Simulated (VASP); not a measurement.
Here is a VASP 6.6.1 calculation.

INCAR

```
  PREC = Accurate
  ENCUT = 600
  EDIFF = 1E-6
  ISMEAR = 0
  SIGMA = 0.01
  LREAL = F
  LASPH = T
  NELM = 120
  ALGO = Normal
  ISIF = 2
  LWAVE = F
  LCHARG = F
  GGA = PE
  NBANDS = 15
  GGA_COMPAT = F
```

Contents of KPOINTS:

```
Automatic mesh
0
Gamma
  8 8 8
```

POSCAR

```
YN
1.0
    0.0000000000      2.4546494773      2.4546494773
    2.4546494773      0.0000000000      2.4546494773
    2.4546494773      2.4546494773      0.0000000000
Y N
1 1
Direct
    0.0000000000      0.0000000000      0.0000000000
    0.5000000000      0.5000000000      0.5000000000
```

Potentials or basis: VASP PAW PBE potentials, release 64 (Y_sv, N).

The run is started by

```sh
$ cat potpaw_PBE.64/Y_sv/POTCAR potpaw_PBE.64/N/POTCAR > POTCAR
$ mpirun -np 1 vasp_std > vasp.out
```

Problem. Estimate the pressure.

Solution. -0.5 GPa.

Problem. What does it give for the band gap on the k mesh?

Solution. 0.21 eV (least direct gap 0.61 eV).

Caveat: semilocal functionals underestimate gaps, and a narrow one can read as zero. A k mesh can miss the band edges.
